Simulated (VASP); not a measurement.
The system is Hf3H2.

```xyz
5
Lattice="3.7182 0.0000 0.0000 -1.8591 3.2200 0.0000 0.0000 0.0000 5.7849" Properties=species:S:1:pos:R:3 pbc="T T T"
Hf    0.0000    0.0000    0.0000
Hf    0.0000    2.1467    3.7312
Hf    1.8591    1.0733    2.0536
H     0.0000    2.1467    1.4173
H     1.8591    1.0733    4.3676
```

```yaml
Program: VASP 6.6.1
Task: relaxation of cell and atoms
Functional: PBE
Potentials_or_basis: VASP PAW PBE potentials, release 64 (Hf_pv, H)
Cutoff: 600 eV
k_mesh: 6 × 6 × 4
Occupations: gaussian, width 0.1 eV
Spin: no spin polarisation
```

At the start: pressure 5.6 GPa; volume 13.85 Å³/atom.

Question: Where does the relaxation end?

Answer: Over 36 steps the energy falls by 550.9 meV/atom and the volume is 13.83 Å³/atom (-0.2 %); space group P-3m1 (No. 164, to 0.1 Å) before and after.

Step by step:
| step | energy change (eV) | largest force (eV/Å) | pressure (GPa) | volume (Å³) |
| --- | --- | --- | --- | --- |
| 1 | 0.0000 | 2.3103 | 5.61 | 69.26 |
| 2 | -0.6052 | 0.0934 | -3.47 | 74.11 |
| 3 | -0.6394 | 0.6313 | -6.15 | 76.34 |
| 4 | -1.2106 | 0.7319 | -0.20 | 72.25 |
| 5 | 1.1861 | 4.3165 | 53.01 | 57.71 |
| 6 | -1.4464 | 1.4747 | 5.64 | 69.66 |
| 7 | -1.3180 | 2.5005 | 19.33 | 65.02 |
| 8 | -1.5085 | 1.8841 | 10.53 | 67.80 |
| 9 | -1.7127 | 1.8432 | 10.53 | 68.16 |
| 10 | -1.7684 | 1.7858 | 11.16 | 68.40 |
| 11 | -1.9712 | 1.3508 | 5.41 | 70.89 |
| 12 | -2.0913 | 0.7474 | -2.76 | 75.27 |
| 13 | -2.0916 | 0.7768 | -2.36 | 75.03 |
| 14 | -2.1275 | 0.7129 | -2.14 | 74.58 |
| 15 | -2.2170 | 0.4800 | -1.35 | 73.22 |
| 16 | -2.2570 | 0.5866 | 1.54 | 70.56 |
| 17 | -2.2703 | 0.5509 | 0.18 | 71.60 |
| 18 | -2.2713 | 0.5586 | 0.42 | 71.40 |
| 19 | -2.3101 | 0.5679 | 0.35 | 71.20 |
| 20 | -2.3918 | 0.5541 | 0.47 | 70.59 |
| 21 | -2.3484 | 1.2969 | 2.15 | 69.23 |
| 22 | -2.4133 | 0.7892 | 0.70 | 70.17 |
| 23 | -2.4622 | 0.6465 | -0.02 | 70.34 |
| 24 | -2.5655 | 0.3447 | -1.91 | 70.84 |
| 25 | -2.5827 | 0.1737 | -4.35 | 71.83 |
| 26 | -2.6050 | 0.1688 | -3.60 | 71.42 |
| 27 | -2.6570 | 0.1328 | -2.38 | 70.55 |
| 28 | -2.7216 | 0.2221 | 1.21 | 68.47 |
| 29 | -2.7222 | 0.2452 | 1.71 | 68.22 |
| 30 | -2.7445 | 0.1649 | 0.72 | 68.73 |
| 31 | -2.7531 | 0.0491 | -0.37 | 69.33 |
| 32 | -2.7532 | 0.0558 | -0.31 | 69.30 |
| 33 | -2.7537 | 0.0465 | -0.02 | 69.13 |
| 34 | -2.7538 | 0.0452 | 0.20 | 69.02 |
| 35 | -2.7541 | 0.0410 | 0.10 | 69.07 |
| 36 | -2.7543 | 0.0340 | -0.07 | 69.15 |

Final structure:
```cif
data_structure
_symmetry_space_group_name_H-M 'P 1'
_symmetry_Int_Tables_number 1
_cell_length_a 3.1869
_cell_length_b 3.1869
_cell_length_c 7.8616
_cell_angle_alpha 90.000
_cell_angle_beta 90.000
_cell_angle_gamma 120.000
_cell_volume 69.15
loop_
_atom_site_label
_atom_site_type_symbol
_atom_site_fract_x
_atom_site_fract_y
_atom_site_fract_z
_atom_site_occupancy
Hf1 Hf 0.00000 0.00000 0.00000 1
Hf2 Hf 0.33333 0.66667 0.66130 1
Hf3 Hf 0.66667 0.33333 0.33870 1
H1 H 0.33333 0.66667 0.15937 1
H2 H 0.66667 0.33333 0.84063 1
```

Caveat: a cell axis changed by over 15 % at a fixed basis, so the end point is rough.
